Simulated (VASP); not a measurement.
# Ga4SeS3 (P3m1) in VASP: relaxation of cell and atoms with PBE

Aim: the relaxation of cell and atoms of Ga4SeS3 with PBE.

Program: VASP 6.6.1. These are calculated values, not measurements. Logs are shortened: lines on timing, memory, paths and dates and some standing lists are left out, and cuts for length are marked.

## 1. The cell of the first run

Symmetry: P3m1, No. 156, trigonal system. The conventional cell has a = 3.654 Å, b = 3.654 Å, c = 16.005 Å, α = 90.00°, β = 90.00°, γ = 120.00°. Ga (site symmetry 3m) has 1 Ga at 2.36 Å and 3 S at 2.39 Å within 3.1 Å. Within 3.1 Å of Ga (site symmetry 3m) lie 1 Ga at 2.36 Å and 3 S at 2.39 Å. Ga (site symmetry 3m) has 1 Ga at 2.36 Å and 3 Se at 2.39 Å within 3.1 Å. Ga (site symmetry 3m) has 1 Ga at 2.36 Å and 3 S at 2.39 Å within 3.1 Å. S (site symmetry 3m) has 3 Ga at 2.39 Å within 3.2 Å. S (site symmetry 3m) has 3 Ga at 2.39 Å within 3.2 Å. Within 3.2 Å of S (site symmetry 3m) lie 3 Ga at 2.39 Å. Se (site symmetry 3m) has 3 Ga at 2.39 Å within 3.2 Å.

## 2. Relaxation of cell and atoms, PBE

INCAR

```
SYSTEM = Ga4SeS3
ALGO = Normal
EDIFF = 1E-7
EDIFFG = -0.05
ENCUT = 500
GGA = PE
GGA_COMPAT = .False.
IBRION = 2
ISIF = 3
ISMEAR = 0
LASPH = .True.
LCHARG = .False.
LREAL = .False.
LWAVE = .False.
NELM = 120
NELMIN = 4
NSW = 100
PREC = Accurate
SIGMA = 0.1
```

KPOINTS

```
k-points
0
Gamma
  6 6 2
  0 0 0
```

POSCAR

```
Ga4SeS3
1.0
    3.6536598200      0.0000000000      0.0000000000
   -1.8268299100      3.1641622200      0.0000000000
    0.0000000000      0.0000000000     16.0047077600
Ga S Se
4 3 1
Direct
    0.3333333300      0.6666666700      0.1761417700
    0.6666666700      0.3333333300      0.6761417700
    0.6666666700      0.3333333300      0.8238582300
    0.3333333300      0.6666666700      0.3238582300
    0.3333333300      0.6666666700      0.6061295400
    0.6666666700      0.3333333300      0.1061295400
    0.6666666700      0.3333333300      0.3938704600
    0.3333333300      0.6666666700      0.8938704600
```

Potentials or basis: VASP PAW PBE potentials, release 64 (Ga_d, S, Se).

Run with:

```bash
$ cat potpaw_PBE.64/Ga_d/POTCAR potpaw_PBE.64/S/POTCAR potpaw_PBE.64/Se/POTCAR > POTCAR
$ mpirun -np 1 vasp_std > vasp.out
```

OUTCAR:

```text
SYSTEM = Ga4SeS3
   EDIFF = 1E-7
   EDIFFG = -0.05
   ENCUT = 500
   GGA = PE
   IBRION = 2
   ISIF = 3
   ISMEAR = 0
   LASPH = .True.
   LREAL = .False.
   NELM = 120
   NELMIN = 4
   NSW = 100
   PREC = Accurate

 ion  position               nearest neighbor table
   1  0.333  0.667  0.176-   4 2.36   6 2.39   6 2.39   6 2.39
   2  0.667  0.333  0.676-   3 2.36   5 2.39   5 2.39   5 2.39
   3  0.667  0.333  0.824-   2 2.36   8 2.39   8 2.39   8 2.39
   4  0.333  0.667  0.324-   1 2.36   7 2.39   7 2.39   7 2.39
   5  0.333  0.667  0.606-   2 2.39   2 2.39   2 2.39
   6  0.667  0.333  0.106-   1 2.39   1 2.39   1 2.39
   7  0.667  0.333  0.394-   4 2.39   4 2.39   4 2.39
   8  0.333  0.667  0.894-   3 2.39   3 2.39   3 2.39

  LATTYP: Found a hexagonal cell.
 ALAT       =     3.6536598200
 C/A-ratio  =     4.3804591967

  Lattice vectors:

 A1 = (   3.6536598200,   0.0000000000,   0.0000000000)
 A2 = (  -1.8268299100,   3.1641622200,   0.0000000000)
 A3 = (   0.0000000000,   0.0000000000,  16.0047077600)

Analysis of symmetry for initial positions (statically):
=====================================================================
 Subroutine PRICEL returns:
 Original cell was already a primitive cell.

 Routine SETGRP: Setting up the symmetry group for a
 hexagonal supercell.

 Subroutine GETGRP returns: Found  6 space group operations
 (whereof  6 operations were pure point group operations)
 out of a pool of 24 trial point group operations.

The static configuration has the point symmetry C_3v.

Analysis of symmetry for dynamics (positions and initial velocities):
=====================================================================
 Subroutine PRICEL returns:
 Original cell was already a primitive cell.

 Routine SETGRP: Setting up the symmetry group for a
 hexagonal supercell.

 Subroutine GETGRP returns: Found  6 space group operations
 (whereof  6 operations were pure point group operations)
 out of a pool of 24 trial point group operations.

The dynamic configuration has the point symmetry C_3v.

 Subroutine INISYM returns: Found  6 space group operations
 (whereof  6 operations are pure point group operations),
 and found     1 'primitive' translations

----------------------------------------------------------------------------------------

                                     Primitive cell

  volume of cell :     185.0268

  direct lattice vectors                    reciprocal lattice vectors
     3.653659820  0.000000000  0.000000000     0.273698168  0.158019711  0.000000000
    -1.826829910  3.164162220  0.000000000     0.000000000  0.316039422  0.000000000
     0.000000000  0.000000000 16.004707760     0.000000000  0.000000000  0.062481616

  length of vectors
     3.653659820  3.653659819 16.004707760     0.316039422  0.316039422  0.062481616

  position of ions in fractional coordinates (direct lattice)
     0.333333330  0.666666670  0.176141770
     0.666666670  0.333333330  0.676141770
     0.666666670  0.333333330  0.823858230
     0.333333330  0.666666670  0.323858230
     0.333333330  0.666666670  0.606129540
     0.666666670  0.333333330  0.106129540
     0.666666670  0.333333330  0.393870460
     0.333333330  0.666666670  0.893870460

  ion indices of the primitive-cell ions
   primitive index   ion index
                 1           1
                 2           2
                 3           3
                 4           4
                 5           5
                 6           6
                 7           7
                 8           8

----------------------------------------------------------------------------------------

 KPOINTS: k-points

Automatic generation of k-mesh.
 Grid dimensions read from file:
 generate k-points for:    6    6    2

 Generating k-lattice:

  Cartesian coordinates                     Fractional coordinates (reciprocal lattice)
     0.045616361  0.026336619  0.000000000     0.166666667  0.000000000  0.000000000
     0.000000000  0.052673237  0.000000000     0.000000000  0.166666667  0.000000000
     0.000000000  0.000000000  0.031240808     0.000000000  0.000000000  0.500000000

  Length of vectors
     0.052673237  0.052673237  0.031240808

  Shift w.r.t. Gamma in fractional coordinates (k-lattice)
     0.000000000  0.000000000  0.000000000

 Subroutine IBZKPT returns following result:
 ===========================================

 Found     14 irreducible k-points:

 Following reciprocal coordinates:
            Coordinates               Weight
  0.000000  0.000000  0.000000      1.000000
  0.166667 -0.000000  0.000000      6.000000
  0.333333  0.000000  0.000000      6.000000
  0.500000 -0.000000  0.000000      3.000000
  0.166667  0.166667  0.000000      6.000000
  0.333333  0.166667  0.000000     12.000000
  0.333333  0.333333  0.000000      2.000000
  0.000000  0.000000  0.500000      1.000000
  0.166667 -0.000000  0.500000      6.000000
  0.333333  0.000000  0.500000      6.000000
  0.500000 -0.000000  0.500000      3.000000
  0.166667  0.166667  0.500000      6.000000
  0.333333  0.166667  0.500000     12.000000
  0.333333  0.333333  0.500000      2.000000
   k-points           NKPTS =     14   k-points in BZ     NKDIM =     14   number of bands    NBANDS=     45
   number of dos      NEDOS =    301   number of ions     NIONS =      8
   total plane-waves  NPLWV =  94080
   dimension x,y,z NGX =    28 NGY =   28 NGZ =  120
   dimension x,y,z NGXF=    56 NGYF=   56 NGZF=  240
   ions per type =               4   3   1
   NGX,Y,Z   is equivalent  to a cutoff of  12.74, 12.74, 12.46 a.u.
   NGXF,Y,Z  is equivalent  to a cutoff of  25.48, 25.48, 24.93 a.u.
 SYSTEM =  Ga4SeS3
   PREC   = accura    normal or accurate (medium, high low for compatibility)
   ISTART =      0    job   : 0-new  1-cont  2-samecut
   ICHARG =      2    charge: 1-file 2-atom 10-const
   ISPIN  =      1    spin polarized calculation?
   LNONCOLLINEAR =      F non collinear calculations
   LSORBIT =      F    spin-orbit coupling
   LASPH  =      T    aspherical Exc in radial PAW
   ENCUT  =  500.0 eV  36.75 Ry    6.06 a.u.   6.66  6.66 29.18*2*pi/ulx,y,z
   NELM   =    120;   NELMIN=  4; NELMDL= -5     # of ELM steps
   EDIFF  = 0.1E-06   stopping-criterion for ELM
   LREAL  =      F    real-space projection
   EDIFFG = -.5E-01   stopping-criterion for IOM
   NSW    =    100    number of steps for IOM
   IBRION =      2    ionic relax: 0-MD 1-quasi-New 2-CG
   NFREE  =      1    steps in history (QN), initial steepest desc. (CG)
   ISIF   =      3    stress and relaxation
   ISYM   =      2    0-nonsym 1-usesym 2-fastsym
   POTIM  = 0.5000    time-step for ionic-motion
   TEBEG  =    0.0;   TEEND  =   0.0 temperature during run
   PSTRESS=    0.0 pullay stress
   NELECT =      76.0000    total number of electrons
   NUPDOWN=      -1.0000    fix difference up-down
   EMIN   =  10.00;   EMAX   =-10.00  energy-range for DOS
   EFERMI =   0.00;   METHOD = LEGACY
   ISMEAR =     0;   SIGMA  =   0.10  broadening in eV -4-tet -1-fermi 0-gaus
   EFERMI_NEDOS =   21; number of points for ismear=-14 and -15
   IALGO  =     38    algorithm
   IMIX   =      4    mixing-type and parameters
     AMIX     =   0.40;   BMIX     =  1.00
     AMIX_MAG =   1.60;   BMIX_MAG =  1.00
  volume/ion in A,a.u.               =      23.13       156.08
  Fermi-wavevector in a.u.,A,eV,Ry     =   1.216936  2.299676 20.149328  1.480934
  Thomas-Fermi vector in A             =   2.352273
   LORBIT       =      0    0 simple, 1 ext, 2 COOP (PROOUT), +10 PAW based schemes
   GGA     = PE    functional components
   LHFCALC =     F    Hartree Fock is set to
   AEXX    =    0.0000 exact exchange contribution
   IVDW    =     0    specifies the selected vdW correction
   LEPSILON=     F    determine dielectric tensor
   LRPA    =     F    only Hartree local field effects (RPA)
 conjugate gradient relaxation of ions
 non-spin polarized calculation
 Gauss-broadening in eV      SIGMA  =   0.10
  energy-cutoff  :      500.00
  volume of cell :      185.03
 maximum number of plane-waves:      4774
 NGX is ok and might be reduce to    28
   NGX = 13   NGY = 13   NGZ = 59

--------------------------------------- Ionic step        1  -------------------------------------------

 number of electron      75.9999979 magnetization

 Free energy of the ion-electron system (eV)
  ---------------------------------------------------
  ext. energy  EPLUGINS =         0.00000000
  ---------------------------------------------------
  free energy    TOTEN  =       -32.29098289 eV

  energy without entropy =      -32.29098289  energy(sigma->0) =      -32.29098289

------------------------ aborting loop because EDIFF is reached ----------------------------------------

  FORCE on cell =-STRESS in cart. coord.  units (eV):
  Direction    XX          YY          ZZ          XY          YZ          ZX
  --------------------------------------------------------------------------------------
  -------------------------------------------------------------------------------------
  Total        1.2465320      1.2465320      4.4576609      0.0000000      0.0000000      0.0000000
  in kB       10.7939257     10.7939257     38.5996188      0.0000000      0.0000000      0.0000000
  external PRESSURE =      20.0624901 kB  Pullay stress =       0.0000000 kB
[... 279 lines left out ...]
  energy  without entropy=      -32.4859823901  energy(sigma->0) =      -32.48598239

--------------------------------------- Ionic step        8  -------------------------------------------

 number of electron      75.9999993 magnetization

 Free energy of the ion-electron system (eV)
  ---------------------------------------------------
  ext. energy  EPLUGINS =         0.00000000
  ---------------------------------------------------
  free energy    TOTEN  =       -32.48828015 eV

  energy without entropy =      -32.48828015  energy(sigma->0) =      -32.48828015

 E-fermi :   3.3182     XC(G=0):  -8.9921

 val. band max:        2.8903432376   @ k =   0.0000   0.0000   0.0000
 cond. band min:       4.3010083499   @ k =   0.0000   0.0000   0.0000
 fundamental gap:      1.4106651123
 Fermi energy:         3.3182018756

 k-point     1 :       0.0000    0.0000    0.0000
  band No.  band energies     occupation
      1     -11.9812      2.00000
      2     -11.8635      2.00000
      3     -11.8635      2.00000
      4     -11.8115      2.00000
      5     -11.8115      2.00000
      6     -11.8032      2.00000
[... 696 lines left out ...]
  FREE ENERGIE OF THE ION-ELECTRON SYSTEM (eV)
  ---------------------------------------------------
  free  energy   TOTEN  =       -32.4882801485 eV

  energy  without entropy=      -32.4882801485  energy(sigma->0) =      -32.48828015

 reached required accuracy - stopping structural energy minimisation
```

Wall time 24 min (1 thread of Oxide Virtual Turin-like, shared host); peak memory 0.33 GiB.

What came out:

```
Free energy                           : -32.4883 eV
Relaxed volume                        : 24.11 Å³/atom
Relaxed cell                          : a = 3.683 Å, b = 3.683 Å, c = 16.421 Å, α = 90.00°, β = 90.00°, γ = 120.00°
Space group after relaxing (to 0.1 Å) : P3m1 (No. 156)
Energy gained by relaxing             : 24.7 meV/atom
Ionic steps                           : 8
Pressure after relaxing               : 0.0 GPa
Largest force after relaxing          : 0.047 eV/Å
Band gap on the k mesh                : 1.41 eV
```

Forces in eV/Å, atoms in the order of the input:
```
Ga   0.000  0.000  0.016
Ga   0.000  0.000  0.017
Ga   0.000  0.000 -0.026
Ga   0.000  0.000  0.021
S    0.000  0.000  0.036
S    0.000  0.000  0.027
S    0.000  0.000 -0.043
Se   0.000  0.000 -0.047
```

Step by step:
```
step  energy change (eV)  largest force (eV/Å)  pressure (GPa)  volume (Å³)
   1              0.0000                1.2014            2.01       185.03
   2             -0.1774                0.2869           -0.33       192.87
   3             -0.1793                0.1946           -0.14       192.09
   4             -0.1875                0.1532            0.02       191.74
   5             -0.1893                0.1271            0.14       191.47
   6             -0.1926                0.1115            0.04       192.03
   7             -0.1950                0.1053           -0.13       192.90
   8             -0.1973                0.0467            0.03       192.86
```

Final structure:
```
Ga S Se
1.0
     3.68259    0.00000    0.00000
    -1.84130    3.18922    0.00000
     0.00000    0.00000   16.42123
Ga S Se
4 3 1
Direct
  0.33333 0.66667 0.17486
  0.66667 0.33333 0.67200
  0.66667 0.33333 0.82253
  0.33333 0.66667 0.32542
  0.33333 0.66667 0.60732
  0.66667 0.33333 0.11037
  0.66667 0.33333 0.38993
  0.33333 0.66667 0.89757
```

Caveat: this functional lacks dispersion, which binds layers or chains, so the pressure and a relaxed spacing across them are unreliable; the relaxation stopped at a loose force limit of 0.05 eV/Å, so its end isn't a converged minimum. A k mesh can miss the band edges.
